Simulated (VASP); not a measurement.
Here is a VASP 6.6.1 calculation.

INCAR

```
ALGO = Normal
EDIFF = 1E-8
ENCUT = 520
GGA = PS
ISIF = 2
ISMEAR = -1
LASPH = True
LCHARG = False
LEFG = True
LREAL = False
LWAVE = False
NBANDS = 16
NELM = 80
PREC = Accurate
SIGMA = 0.01
```

File KPOINTS:

```
k-points
0
Gamma
  9 9 9
```

The input POSCAR:

```
ZnS
1.0
    0.0000000000      2.7402415815      2.7402415815
    2.7402415815      0.0000000000      2.7402415815
    2.7402415815      2.7402415815      0.0000000000
Zn S
1 1
Direct
    0.0000000000      0.0000000000      0.0000000000
    0.7500000000      0.7500000000      0.7500000000
```

Potentials or basis: VASP PAW PBE potentials, release 64 (Zn, S).

Launch:

```console
$ cat potpaw_PBE.64/Zn/POTCAR potpaw_PBE.64/S/POTCAR > POTCAR
$ mpirun -np 1 vasp_std > vasp.out
```

Question: Estimate the pressure.

Answer: -4.5 GPa.

Question: Estimate the band gap on the k mesh.

Answer: 1.80 eV, direct.

Caveat: without QUAD_EFG the Cq values of the log hold for a quadrupole moment of 1 mb, not for the nuclei; the PAW data sets were made with another functional, which shifts forces and pressure a little.
